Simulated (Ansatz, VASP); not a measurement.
# Hf: VASP beside Ansatz

Contents of INCAR:

```
  ALGO = Normal
  DIPOL = 0.5 0.5 0.427
  EDIFF = 1E-6
  ENCUT = 400
  GGA = PE
  GGA_COMPAT = False
  IDIPOL = 3
  ISIF = 2
  ISMEAR = 1
  LASPH = True
  LCHARG = True
  LDIPOL = True
  LELF = True
  LREAL = False
  LVACPOTAV = True
  LVHAR = True
  LWAVE = False
  NBANDS = 22
  NELM = 120
  NELMDL = -8
  PREC = Accurate
  SIGMA = 0.1
```

File KPOINTS:

```
k-points
0
Gamma
  12 12 1
```

File POSCAR:

```
Hf
1.0
    3.0965758785      0.0000000000      0.0000000000
   -1.5482879393      2.6817133755      0.0000000000
    0.0000000000      0.0000000000     22.2589951028
Hf
3
Direct
    0.6666666667      0.3333333333      0.3144796056
    0.3333333333      0.6666666667      0.4265892108
    0.6666666667      0.3333333333      0.5390785140
```

Input for Ansatz:

```yaml
crystal:
  lattice:
    - [3.0965758785, 0.0, 0.0]
    - [-1.5482879393, 2.6817133755, 0.0]
    - [0.0, 0.0, 22.2589951028]
  atoms:
    - { symbol: Hf, position: [0.6666666667, 0.3333333333, 0.3144796056] }
    - { symbol: Hf, position: [0.3333333333, 0.6666666667, 0.4265892108] }
    - { symbol: Hf, position: [0.6666666667, 0.3333333333, 0.539078514] }
basis:
  ecutwfc: 420
kpoints:
  mp_grid: { grid: [12, 12, 1] }
hamiltonian:
  xc: pbe
  pseudopotentials: { kind: paw, azcp: { folder: soft_1 } }
scf:
  occupations: { method: methfessel_paxton, width: 0.1 }
  n_extra_bands: 7
  max_iter: 160
output:
  forces: true
  eigenvalues: true
  write_density: true
  write_potential: true
  elf: true
  volumetric_format: npy
efield:
  axis: 3
  dipole_correction: true
```

Alike in both runs: task single point; functional PBE; k mesh 12 × 12 × 1; occupations methfessel-paxton of order 1, width 0.1 eV; no spin polarisation.

```csv
,VASP,Ansatz
version,VASP 6.6.1,Ansatz 0.2.0
potentials or method,"VASP PAW PBE potentials, release 64 (Hf_pv), cutoff 400 eV","scalar-relativistic, plane waves, PAW"
valence electrons in the cell,30,78
```

```tsv
	VASP	Ansatz	Ansatz less VASP
gap on the k mesh at the Fermi level (eV)	none	none	-
rms of the force components (eV/Å)	0.020	0.010	-0.0101
```

Atom by atom the forces differ by 0.018 eV/Å (rms over components). A gap of «none» marks a metal or a gap that the smearing closes. With one functional, cell and mesh, what is left measures potentials, basis and numerics. VASP's potentials hold 30 valence electrons a cell and Ansatz's 78, so a difference there can come from the potentials and not from the codes. Ansatz's warnings: xc potential rough in thin density.

Spin-orbit coupling is off throughout.
